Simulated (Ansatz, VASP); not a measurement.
# One calculation of GaH, two programs

```
CELL_PARAMETERS angstrom
0.00000 2.32610 2.32610
2.32610 0.00000 2.32610
2.32610 2.32610 0.00000
ATOMIC_POSITIONS crystal
Ga 0.25000 0.25000 0.25000
H 0.00000 0.00000 0.00000
```

Change from the starting cell: species swapped into the BP type (F-43m, No. 216).

Alike in both runs: functional PBE; k mesh 5 × 5 × 5; occupations gaussian, width 0.15 eV; no spin polarisation.

Ansatz relaxed the structure, and its values are those at the end. VASP's run is a single point on that final structure, the one shown.

|  | VASP | Ansatz |
| --- | --- | --- |
| version | VASP 6.6.1 | Ansatz 0.2.0 |
| potentials or method | VASP PAW PBE potentials, release 64 (Ga_d, H), cutoff 500 eV | scalar-relativistic, plane waves, PAW |
| valence electrons in the cell | 14 | 14 |

|  | VASP | Ansatz | Ansatz less VASP |
| --- | --- | --- | --- |
| gap on the k mesh at the Fermi level (eV) | none | none | - |
| pressure (GPa) | 0.7 | 0.7 | +0.04 |

A gap of «none» marks a metal or a gap that the smearing closes.

The k mesh is coarse, so the values compare programs but aren't converged.
